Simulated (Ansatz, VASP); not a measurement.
**Two plane-wave programs on KBr**

```
K Br
1.0
     0.00000    3.30244    3.30244
     3.30244    0.00000    3.30244
     3.30244    3.30244    0.00000
K Br
1 1
Direct
  0.00000 0.00000 0.00000
  0.50000 0.50000 0.50000
```

Alike in both runs: task single point; functional HSE06; k mesh 4 × 4 × 4; no spin polarisation.

|  | VASP | Ansatz |
| --- | --- | --- |
| version | VASP 6.6.1 | Ansatz 0.2.0 |
| potentials or method | VASP PAW PBE potentials, release 64 (K_sv, Br) | plane waves, PAW |
| plane-wave cutoff (eV) | 520 | 420 |
| occupations | gaussian, width 0.01 eV | fixed |
| valence electrons in the cell | 16 | 16 |

Ansatz gave:

```
gap on the k mesh at the Fermi level (eV) : 5.60
pressure (GPa)                            : 0.4
```

Task: What did VASP give for the same quantities?

Result: gap on the k mesh at the Fermi level (eV): 5.59; pressure (GPa): 0.4.

Ansatz's warnings: stress exchange threshold loose, stress scf threshold loose.
